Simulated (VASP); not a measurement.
Here is a VASP 6.6.1 calculation.

The input POSCAR:

```
Ru
1.0
    0.0000000000      2.5936599203      2.5936599203
    2.5936599203      0.0000000000      2.5936599203
    2.5936599203      2.5936599203      0.0000000000
Ru
2
Direct
    0.1250000000      0.1250000000      0.1250000000
    0.8750000000      0.8750000000      0.8750000000
```

Contents of INCAR.step1:

```
SYSTEM = Ru
PREC     = Accurate       ! precision mode
ENCUT    = 520            ! plane-wave cutoff, eV
ISMEAR   = -1             ! smearing method
SIGMA    = 0.05           ! smearing width, eV
LREAL    = .False.        ! projectors in reciprocal space
LASPH    = .True.         ! aspherical terms in the spheres
NELM     = 150            ! most SCF steps
ISPIN    = 2              ! spin polarisation
MAGMOM   = 1 1            ! initial moments
LMAXMIX  = 4              ! l up to which the mixer works
NBANDS   = 25             ! bands
GGA      = PE             ! functional
ALGO     = Normal         ! electronic algorithm
EDIFF    = 1E-4           ! SCF threshold, eV
LWAVE    = .True.         ! write WAVECAR
LCHARG   = .False.        ! write CHGCAR
```

The input INCAR.step2:

```
SYSTEM = Ru
PREC     = Accurate       ! precision mode
ENCUT    = 520            ! plane-wave cutoff, eV
EDIFF    = 1E-6           ! SCF threshold, eV
ISMEAR   = -1             ! smearing method
SIGMA    = 0.05           ! smearing width, eV
LREAL    = .False.        ! projectors in reciprocal space
LASPH    = .True.         ! aspherical terms in the spheres
NELM     = 150            ! most SCF steps
ALGO     = Normal         ! electronic algorithm
ISIF     = 2              ! what is computed and relaxed
LWAVE    = .False.        ! write WAVECAR
LCHARG   = .False.        ! write CHGCAR
ISPIN    = 2              ! spin polarisation
MAGMOM   = 1 1            ! initial moments
LORBIT   = 11             ! projections on sites
LMAXMIX  = 4              ! l up to which the mixer works
METAGGA  = R2SCAN         ! meta-GGA
LMIXTAU  = .True.       
NBANDS   = 25             ! bands
ISTART   = 1
```

Contents of KPOINTS:

```
regular mesh
0
Gamma
  11 11 11
  0 0 0
```

Potentials or basis: VASP PAW PBE potentials, release 64 (Ru_pv).

The run is started by

```sh
$ cat potpaw_PBE.64/Ru_pv/POTCAR > POTCAR
$ cp INCAR.step1 INCAR
$ mpirun -np 1 vasp_std > vasp.out
$ cp INCAR.step2 INCAR
$ mpirun -np 1 vasp_std > vasp.out
```

**Question.** Estimate the net moment.

**Answer.** 0.00 μB per cell.

**Question.** What does it give for the pressure?

**Answer.** 32.4 GPa.

**Question.** Predict the band gap on the k mesh.

**Answer.** Zero (filled and empty bands overlap).

Caveat: the PAW data sets were made with another functional, which shifts forces and pressure a little.
